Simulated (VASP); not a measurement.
Crystal: MgO.

```
CELL_PARAMETERS angstrom
2.63332 0.00000 0.00000
0.00000 2.63332 0.00000
0.00000 0.00000 2.62335
ATOMIC_POSITIONS crystal
Mg 0.00000 0.00000 0.00000
O 0.50000 0.50000 0.50000
```

This cell differs from its parent crystal: biaxial xy strain +0.4%.

Base run:

- Program: VASP 6.6.1
- Functional: r2SCAN
- Potentials or basis: VASP PAW PBE potentials, release 64 (Mg, O)
- Cutoff: 520 eV
- k mesh: 10 × 10 × 10
- Occupations: gaussian, width 0.01 eV
- Spin: no spin polarisation

Its results: band gap on the k mesh 3.35 eV (least direct gap 4.39 eV); pressure -2.3 GPa.

Question: The run is repeated on the same cell with these changes: functional from r2SCAN to PBE; occupations from gaussian, width 0.01 eV to fermi-dirac, width 0.02 eV. What comes out?

Answer: Band gap on the k mesh 2.52 eV (least direct gap 3.52 eV); pressure 4.3 GPa.

Caveats: the structure was generated, so it needn't be the stable form of MgO; the PAW data sets were made with another functional, which shifts forces and pressure a little (at least some runs); the cell stands under pressure (at least some runs).

A k mesh can miss the band edges.
